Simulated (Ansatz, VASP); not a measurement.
## One calculation of HfO2, two programs

```
Hf O
1.0
     5.21946    0.00000    0.00000
     0.00000    5.00476    0.00000
     0.00000    0.00000    5.03269
Hf O
4 8
Direct
  0.96699 0.73252 0.74144
  0.53301 0.73252 0.24144
  0.46699 0.26748 0.74144
  0.03301 0.26748 0.24144
  0.63213 0.92865 0.87927
  0.86787 0.92865 0.37927
  0.23395 0.53988 0.49229
  0.26605 0.53988 0.99229
  0.76605 0.46012 0.99229
  0.73395 0.46012 0.49229
  0.13213 0.07135 0.87927
  0.36787 0.07135 0.37927
```

Alike in both runs: task single point; functional RPBE; dispersion D4; k mesh 5 × 6 × 5; occupations fermi-dirac, width 0.05 eV; no spin polarisation.

|  | VASP | Ansatz |
| --- | --- | --- |
| version | VASP 6.6.1 | Ansatz 0.2.0 |
| potentials or method | VASP PAW PBE potentials, release 64 (Hf_pv, O) | Ansatz PAW |
| plane-wave cutoff (eV) | 520 | 420 |
| valence electrons in the cell | 88 | 152 |

Ansatz gave:

| Property | Result |
| --- | --- |
| gap on the k mesh at the Fermi level (eV) | 4.57 |
| least direct gap on the mesh (eV) | 4.75 |
| pressure (GPa) | 6.9 |
| traceless stress, the component that is largest in VASP (GPa) | -0.25 |
| rms of the force components (eV/Å) | 0.061 |

Question: Estimate VASP's values.

Answer: gap on the k mesh at the Fermi level (eV): 4.52; least direct gap on the mesh (eV): 4.71; pressure (GPa): 3.4; traceless stress, the component that is largest in VASP (GPa): -0.17; rms of the force components (eV/Å): 0.033.

VASP's potentials were made for PBE, not for RPBE. Atom by atom the forces differ by 0.030 eV/Å (rms over components). VASP's potentials hold 88 valence electrons a cell and Ansatz's 152, so a difference there can come from the potentials and not from the codes.

Spin-orbit coupling is off throughout. Noted on Ansatz's run: odd divisions of the mesh miss points on the zone boundary, where band edges often lie, so the gap on the mesh can be too wide.
